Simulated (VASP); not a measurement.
Runs of VASP 6.6.1 on B3Ir. The structure is that of space group Pm-3m (No. 221), or close to it. The cells are those of the table. 

| task | spin | cell | k mesh | cutoff (eV) | gap on the mesh (eV) | pressure (GPa) |
| --- | --- | --- | --- | --- | --- | --- |
| single point | off | a = 3.249, b = 3.249, c = 3.221 Å, 4 atoms | 6 × 6 × 6 | 520 | none | 0.8 |
| single point | off | a = 3.287, b = 3.287, c = 3.253 Å, 4 atoms | 6 × 6 × 6 | 520 | none | (a) |
| relaxation of cell and atoms | off | relaxed from a = 3.287, b = 3.287, c = 3.253 Å, 4 atoms | 6 × 6 × 6 | 600 | none | 0.0 |
| single point | collinear, ferromagnetic start | a = 3.239 Å, 4 atoms | 6 × 6 × 6 | 520 | none | 0.8 |
| relaxation of cell and atoms | off | relaxed from a = 3.239 Å, 4 atoms | 14 × 14 × 14 | 600 | none | -0.1 |
| single point | off | a = 3.236 Å, 4 atoms | 14 × 14 × 14 | 520 | none | 0.9 |

Alike in all rows: level PBE; potentials or basis VASP PAW PBE potentials, release 64 (B, Ir); smearing gaussian 0.1 eV.

Estimate the missing entries.

(a) -8.4.

Caveats: spin-orbit coupling is left out, which moves the levels of the heavy elements; the relaxation stopped at its first step, so nothing moved (some runs).

A k mesh can miss the band edges, and the runs leave out spin-orbit coupling on Ir.

A gap of «none» marks levels without a gap at the run's occupations.
